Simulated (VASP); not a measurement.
Here is a VASP 6.6.1 calculation.

INCAR

```
PREC = Accurate ; ENCUT = 520
EDIFF = 1E-6 ; ISMEAR = -1
SIGMA = 0.1 ; LREAL = F
LASPH = T ; NELM = 150
ALGO = Normal ; ISIF = 2
LWAVE = F ; LCHARG = F
MAGMOM = 0 0 0 0 0 0 ; LORBIT = 11
LSORBIT = T ; GGA_COMPAT = F
LORBMOM = T ; GGA = CA
NBANDS = 38
```

File KPOINTS:

```
regular mesh
0
Gamma
  9 9 9
```

File POSCAR:

```
In
1.0
    0.0000000000      3.2318361818      3.2318361818
    3.2318361818      0.0000000000      3.2318361818
    3.2318361818      3.2318361818      0.0000000000
In
2
Direct
    0.1250000000      0.1250000000      0.1250000000
    0.8750000000      0.8750000000      0.8750000000
```

Potentials or basis: VASP PAW LDA potentials, release 64 (In_d).

Command:

```sh
$ cat potpaw_LDA.64/In_d/POTCAR > POTCAR
$ mpirun -np 1 vasp_ncl > vasp.out
```

**Question.** What does it give for the pressure?

**Answer.** 0.0 GPa.

**Question.** Predict the net moment.

**Answer.** 0.00 μB per cell.

Moments on the atoms (μB; x, y, z):
```
In  0.00 0.00 0.00
In  0.00 0.00 0.00
```
